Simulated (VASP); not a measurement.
# Be (Im-3m) in VASP: notebook, part 2 of 2

VASP 6.6.1.

## 3. Relaxation of cell and atoms, PBEsol, target pressure 80 GPa, at which the enthalpy is minimised

This run uses another cell than the first one, of 5.43 Å³/atom.

INCAR reads:

```
SYSTEM = Be
PREC     = Accurate       ! precision mode
ENCUT    = 600            ! plane-wave cutoff, eV
EDIFF    = 1E-7           ! SCF threshold, eV
ISMEAR   = -1             ! smearing method
SIGMA    = 0.1            ! smearing width, eV
LREAL    = .False.        ! projectors in reciprocal space
LASPH    = .True.         ! aspherical terms in the spheres
NELM     = 100            ! most SCF steps
ALGO     = Normal         ! electronic algorithm
ISIF     = 3              ! what is computed and relaxed
LWAVE    = .False.        ! write WAVECAR
LCHARG   = .False.        ! write CHGCAR
GGA      = PS             ! functional
IBRION   = 2              ! ionic algorithm
NSW      = 32             ! ionic steps
EDIFFG   = -0.005         ! ionic threshold
PSTRESS  = 800.0
```

KPOINTS reads:

```
Automatic mesh
0
Gamma
  24 24 24
  0 0 0
```

POSCAR reads:

```
Be
1.0
   -1.1072471584      1.1072471584      1.1072471584
    1.1072471584     -1.1072471584      1.1072471584
    1.1072471584      1.1072471584     -1.1072471584
Be
1
Direct
    0.0000000000      0.0000000000      0.0000000000
```

Potentials or basis: VASP PAW PBE potentials, release 64 (Be).

Run with:

```bash
$ cat potpaw_PBE.64/Be/POTCAR > POTCAR
$ mpirun -np 1 vasp_std > vasp.out
```

OUTCAR:

```text
SYSTEM = Be
   PREC = Accurate
   ENCUT = 600
   EDIFF = 1E-7
   ISMEAR = -1
   LREAL = .False.
   LASPH = .True.
   NELM = 100
   ISIF = 3
   GGA = PS
   IBRION = 2
   NSW = 32
   EDIFFG = -0.005
   PSTRESS = 800.0

 ion  position               nearest neighbor table
   1  0.000  0.000  0.000-

  LATTYP: Found a body centered cubic cell.
 ALAT       =     2.2144943168

  Lattice vectors:

 A1 = (  -1.1072471584,   1.1072471584,   1.1072471584)
 A2 = (   1.1072471584,  -1.1072471584,   1.1072471584)
 A3 = (   1.1072471584,   1.1072471584,  -1.1072471584)

Analysis of symmetry for initial positions (statically):
=====================================================================
 Subroutine PRICEL returns:
 Original cell was already a primitive cell.

 Routine SETGRP: Setting up the symmetry group for a
 body centered cubic supercell.

 Subroutine GETGRP returns: Found 48 space group operations
 (whereof 48 operations were pure point group operations)
 out of a pool of 48 trial point group operations.

The static configuration has the point symmetry O_h .

Analysis of symmetry for dynamics (positions and initial velocities):
=====================================================================
 Subroutine PRICEL returns:
 Original cell was already a primitive cell.

 Routine SETGRP: Setting up the symmetry group for a
 body centered cubic supercell.

 Subroutine GETGRP returns: Found 48 space group operations
 (whereof 48 operations were pure point group operations)
 out of a pool of 48 trial point group operations.

The dynamic configuration has the point symmetry O_h .

 Subroutine INISYM returns: Found 48 space group operations
 (whereof 48 operations are pure point group operations),
 and found     1 'primitive' translations

----------------------------------------------------------------------------------------

                                     Primitive cell

  volume of cell :       5.4299

  direct lattice vectors                    reciprocal lattice vectors
    -1.107247158  1.107247158  1.107247158     0.000000000  0.451570362  0.451570362
     1.107247158 -1.107247158  1.107247158     0.451570362  0.000000000  0.451570362
     1.107247158  1.107247158 -1.107247158     0.451570362  0.451570362  0.000000000

  length of vectors
     1.917808335  1.917808335  1.917808335     0.638616930  0.638616930  0.638616930

  position of ions in fractional coordinates (direct lattice)
     0.000000000  0.000000000  0.000000000

  ion indices of the primitive-cell ions
   primitive index   ion index
                 1           1

----------------------------------------------------------------------------------------

 KPOINTS: Automatic mesh

Automatic generation of k-mesh.
 Grid dimensions read from file:
 generate k-points for:   24   24   24

 Generating k-lattice:

  Cartesian coordinates                     Fractional coordinates (reciprocal lattice)
     0.000000000  0.018815432  0.018815432     0.041666667  0.000000000  0.000000000
     0.018815432  0.000000000  0.018815432     0.000000000  0.041666667  0.000000000
     0.018815432  0.018815432  0.000000000     0.000000000  0.000000000  0.041666667

  Length of vectors
     0.026609039  0.026609039  0.026609039

  Shift w.r.t. Gamma in fractional coordinates (k-lattice)
     0.000000000  0.000000000  0.000000000

 Subroutine IBZKPT returns following result:
 ===========================================

 Found    413 irreducible k-points:

 Following reciprocal coordinates:
            Coordinates               Weight
  0.000000  0.000000  0.000000      1.000000
  0.041667  0.000000  0.000000     12.000000
  0.083333  0.000000  0.000000     12.000000
  0.125000  0.000000  0.000000     12.000000
  0.166667  0.000000  0.000000     12.000000
  0.208333  0.000000  0.000000     12.000000
[... 16 lines left out ...]
  0.416667  0.041667  0.000000     48.000000
  0.458333  0.041667  0.000000     48.000000
 [... further k-points ...]
   k-points           NKPTS =    413   k-points in BZ     NKDIM =    413   number of bands    NBANDS=      5
   number of dos      NEDOS =    301   number of ions     NIONS =      1
   total plane-waves  NPLWV =   4096
   dimension x,y,z NGX =    16 NGY =   16 NGZ =   16
   dimension x,y,z NGXF=    32 NGYF=   32 NGZF=   32
   ions per type =               1
   NGX,Y,Z   is equivalent  to a cutoff of  13.87, 13.87, 13.87 a.u.
   NGXF,Y,Z  is equivalent  to a cutoff of  27.74, 27.74, 27.74 a.u.
 SYSTEM =  Be
   PREC   = accura    normal or accurate (medium, high low for compatibility)
   ISTART =      0    job   : 0-new  1-cont  2-samecut
   ICHARG =      2    charge: 1-file 2-atom 10-const
   ISPIN  =      1    spin polarized calculation?
   LNONCOLLINEAR =      F non collinear calculations
   LSORBIT =      F    spin-orbit coupling
   LASPH  =      T    aspherical Exc in radial PAW
   ENCUT  =  600.0 eV  44.10 Ry    6.64 a.u.   3.83  3.83  3.83*2*pi/ulx,y,z
   NELM   =    100;   NELMIN=  2; NELMDL= -5     # of ELM steps
   EDIFF  = 0.1E-06   stopping-criterion for ELM
   LREAL  =      F    real-space projection
   EDIFFG = -.5E-02   stopping-criterion for IOM
   NSW    =     32    number of steps for IOM
   IBRION =      2    ionic relax: 0-MD 1-quasi-New 2-CG
   NFREE  =      1    steps in history (QN), initial steepest desc. (CG)
   ISIF   =      3    stress and relaxation
   ISYM   =      2    0-nonsym 1-usesym 2-fastsym
   POTIM  = 0.5000    time-step for ionic-motion
   TEBEG  =    0.0;   TEEND  =   0.0 temperature during run
   PSTRESS=  800.0 pullay stress
   NELECT =       2.0000    total number of electrons
   NUPDOWN=      -1.0000    fix difference up-down
   EMIN   =  10.00;   EMAX   =-10.00  energy-range for DOS
   EFERMI =   0.00;   METHOD = LEGACY
   ISMEAR =    -1;   SIGMA  =   0.10  broadening in eV -4-tet -1-fermi 0-gaus
   EFERMI_NEDOS =   21; number of points for ismear=-14 and -15
   IALGO  =     38    algorithm
   IMIX   =      4    mixing-type and parameters
     AMIX     =   0.40;   BMIX     =  1.00
     AMIX_MAG =   1.60;   BMIX_MAG =  1.00
  volume/ion in A,a.u.               =       5.43        36.64
  Fermi-wavevector in a.u.,A,eV,Ry     =   1.173510  2.217613 18.736944  1.377127
  Thomas-Fermi vector in A             =   2.309922
   LORBIT       =      0    0 simple, 1 ext, 2 COOP (PROOUT), +10 PAW based schemes
   GGA     = PS    functional components
   LHFCALC =     F    Hartree Fock is set to
   AEXX    =    0.0000 exact exchange contribution
   IVDW    =     0    specifies the selected vdW correction
   LEPSILON=     F    determine dielectric tensor
   LRPA    =     F    only Hartree local field effects (RPA)
 conjugate gradient relaxation of ions
 non-spin polarized calculation
  energy-cutoff  :      600.00
  volume of cell :        5.43
 maximum number of plane-waves:       194
   NGX =  7   NGY =  7   NGZ =  7

--------------------------------------- Ionic step        1  -------------------------------------------

 number of electron       2.0000000 magnetization

 Free energy of the ion-electron system (eV)
  ---------------------------------------------------
  ext. energy  EPLUGINS =         0.00000000
  ---------------------------------------------------
  free energy    TOTEN  =        -3.44632172 eV

  energy without entropy =       -3.44297888  energy(sigma->0) =       -3.44465030

------------------------ aborting loop because EDIFF is reached ----------------------------------------

  FORCE on cell =-STRESS in cart. coord.  units (eV):
  Direction    XX          YY          ZZ          XY          YZ          ZX
  --------------------------------------------------------------------------------------
  -------------------------------------------------------------------------------------
  Total        2.7434760      2.7434760      2.7434760      0.0000000      0.0000000      0.0000000
  in kB      809.5022136    809.5022136    809.5022136      0.0000000      0.0000000      0.0000000
  external PRESSURE =       9.5022136 kB  Pullay stress =     800.0000000 kB
[... 61 lines left out ...]
--------------------------------------- Ionic step        3  -------------------------------------------

 number of electron       2.0000000 magnetization

 Free energy of the ion-electron system (eV)
  ---------------------------------------------------
  ext. energy  EPLUGINS =         0.00000000
  ---------------------------------------------------
  free energy    TOTEN  =        -3.45344247 eV

  energy without entropy =       -3.45009183  energy(sigma->0) =       -3.45176715

 E-fermi :  11.5597     XC(G=0): -11.9069

 val. band max:       11.4865849993   @ k =  -0.3750  -0.4167   0.1667
 cond. band min:      11.5942729242   @ k =  -0.3750  -0.4167   0.1250
 fundamental gap:      0.1076879249
 Fermi energy:        11.5597424265

 k-point     1 :       0.0000    0.0000    0.0000
  band No.  band energies     occupation
      1      -2.9121      2.00000
      2      37.5631      0.00000
      3      37.5631      0.00000
      4      37.5631      0.00000
      5      50.5182      0.00000
[... 177 lines left out ...]
 k-point    24 :       0.4583    0.0417    0.0000
  band No.  band energies     occupation
      1       4.6131      2.00000
      2      13.4126      0.00000
      3      27.6947      0.00000
      4      31.0361      0.00000
      5      38.2311      0.00000

 [... further k-points ...]

------------------------ aborting loop because EDIFF is reached ----------------------------------------

  FORCE on cell =-STRESS in cart. coord.  units (eV):
  Direction    XX          YY          ZZ          XY          YZ          ZX
  --------------------------------------------------------------------------------------
  -------------------------------------------------------------------------------------
  Total        2.7190527      2.7190527      2.7190527      0.0000000      0.0000000     -0.0000000
  in kB      800.2063579    800.2063579    800.2063579      0.0000000      0.0000000     -0.0000000
  external PRESSURE =       0.2063579 kB  Pullay stress =     800.0000000 kB
[... 20 lines left out ...]
  energy  without entropy=       -3.4500918262  energy(sigma->0) =       -3.45176715

  enthalpy is  TOTEN    =        -0.7350909215 eV   P V=        2.7183515496

 reached required accuracy - stopping structural energy minimisation
```

It took 25 s on 1 thread of AMD EPYC 7R13, shared host; peak memory 0.09 GiB.

What came out:

- Free energy: -3.4534 eV
- Relaxed volume: 5.44 Å³/atom
- Relaxed cell: a = 1.919 Å, b = 1.919 Å, c = 1.919 Å, α = 109.47°, β = 109.47°, γ = 109.47°
- Space group after relaxing (to 0.1 Å): Im-3m (No. 229)
- Energy change on relaxing (the run minimises the enthalpy): -7.1 meV/atom
- Ionic steps: 3
- Pressure after relaxing: 80.0 GPa
- Band gap on the k mesh: zero (bands 1 and 2 overlap by 7.18 eV)

Step by step:
| step | energy change (eV) | largest force (eV/Å) | pressure (GPa) | volume (Å³) |
| --- | --- | --- | --- | --- |
| 1 | 0.0000 | 0.0000 | 80.95 | 5.43 |
| 2 | -0.0127 | 0.0000 | 79.29 | 5.46 |
| 3 | -0.0071 | 0.0000 | 80.02 | 5.44 |

Final structure:
```
CELL_PARAMETERS angstrom
-1.10821 1.10821 1.10821
1.10821 -1.10821 1.10821
1.10821 1.10821 -1.10821
ATOMIC_POSITIONS crystal
Be 0.00000 0.00000 0.00000
```

Levels at points of the mesh, in eV from the Fermi level:
```
           k point  band 1  band 2  band 3  band 4  band 5
(0.00, 0.00, 0.00)  -14.47   26.00   26.00   26.00   38.96
(0.50, 0.00, 0.00)   -6.93    1.73   16.32   20.25   25.54
(0.50, 0.50, 0.50)    5.22    5.22    5.22   11.81   11.81
```

Caveat: the cell is relaxed towards a set pressure, so the run minimises the enthalpy, not the energy; the PAW data sets were made with another functional, which shifts forces and pressure a little.
